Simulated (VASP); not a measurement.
## Pb: single point with LDA

The system is Pb.

```xyz
1
Lattice="-2.0057 2.0057 2.0057 2.0057 -2.0057 2.0057 2.0057 2.0057 -2.0057" Properties=species:S:1:pos:R:3 pbc="T T T"
Pb    0.0000    0.0000    0.0000
```

This cell differs from its parent crystal: volume scaled by 1.04.

| Quantity | Value |
| --- | --- |
| Program | VASP 6.6.1 |
| Task | single point |
| Functional | LDA |
| Potentials or basis | VASP PAW LDA potentials, release 64 (Pb_d) |
| Cutoff | 520 eV |
| k mesh | 9 × 9 × 9 |
| Occupations | fermi-dirac, width 0.05 eV |
| Spin | no spin polarisation |

```yaml
Pressure: -4.5 GPa
Band_gap_on_the_k_mesh: zero (band 7 reaches 13.34 eV, above the bottom of band 8 at 4.43 eV)
```

Levels at points of the mesh, in eV from the Fermi level:
| k point | band 3 | band 4 | band 5 | band 6 | band 7 | band 8 | band 9 | band 10 | band 11 | band 12 |
| --- | --- | --- | --- | --- | --- | --- | --- | --- | --- | --- |
| (0.00, 0.00, 0.00) | -17.05 | -16.85 | -16.85 | -11.39 | 6.99 | 6.99 | 6.99 | 11.03 | 11.04 | 11.04 |

Run time: 10 s on 1 thread of Intel(R) Xeon(R) Platinum 8488C (Sapphire Rapids), with other jobs on the host, peak memory 0.14 GiB.

Caveat: spin-orbit coupling is left out, which moves the levels of the heavy elements.
